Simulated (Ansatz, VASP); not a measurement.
# One calculation of PbF2, two programs

File INCAR:

```
SYSTEM = PbF2
PREC = Accurate
ENCUT = 520
EDIFF = 1E-7
ISMEAR = 0
SIGMA = 0.01
LREAL = .False.
LASPH = .True.
NELM = 150
ALGO = Normal
ISIF = 2
LWAVE = .False.
LCHARG = .False.
LNONCOLLINEAR = .True.
MAGMOM = 0 0 0 0 0 0 0 0 0
LORBIT = 11
LSORBIT = .True.
GGA_COMPAT = .False.
LORBMOM = .True.
GGA = PS
NBANDS = 41
```

File KPOINTS:

```
Automatic mesh
0
Gamma
  8 8 8
  0 0 0
```

The input POSCAR:

```
PbF2
1.0
    0.0000000000      3.0282500826      3.0282500826
    3.0282500826      0.0000000000      3.0282500826
    3.0282500826      3.0282500826      0.0000000000
Pb F
1 2
Direct
    0.0000000000      0.0000000000      0.0000000000
    0.2500000000      0.2500000000      0.2500000000
    0.7500000000      0.7500000000      0.7500000000
```

Input for Ansatz:

```yaml
crystal:
  lattice:
    - [0.0, 3.0282500826, 3.0282500826]
    - [3.0282500826, 0.0, 3.0282500826]
    - [3.0282500826, 3.0282500826, 0.0]
  atoms:
    - { symbol: Pb, position: [0.0, 0.0, 0.0] }
    - { symbol: F, position: [0.25, 0.25, 0.25] }
    - { symbol: F, position: [0.75, 0.75, 0.75] }
scf:
  occupations: { method: fixed }
output:
  forces: true
  stress: true
  eigenvalues: true
  write_density: true
  write_potential: true
  elf: true
  volumetric_format: npy
hamiltonian:
  xc: pbesol
magnetization:
  noncollinear: true
  spin_orbit: true
basis:
  ecutwfc: 520
kpoints:
  mp_grid: { grid: [8, 8, 8] }
```

Alike in both runs: task single point; functional PBEsol; k mesh 8 × 8 × 8; non-collinear spin, spin-orbit coupling.

|  | VASP | Ansatz |
| --- | --- | --- |
| version | VASP 6.6.1 | Ansatz 0.2.0 |
| potentials or method | VASP PAW PBE potentials, release 64 (Pb_d, F), cutoff 520 eV | plane waves, PAW |
| occupations | gaussian, width 0.01 eV | fixed |
| valence electrons in the cell | 28 | 28 |

VASP gave:

| Quantity | Value |
| --- | --- |
| pressure (GPa) | -5.3 |

**Question.** Estimate Ansatz's values.

**Answer.** Pressure (GPa): -5.1.

VASP's potentials were made for PBE, not for PBEsol.
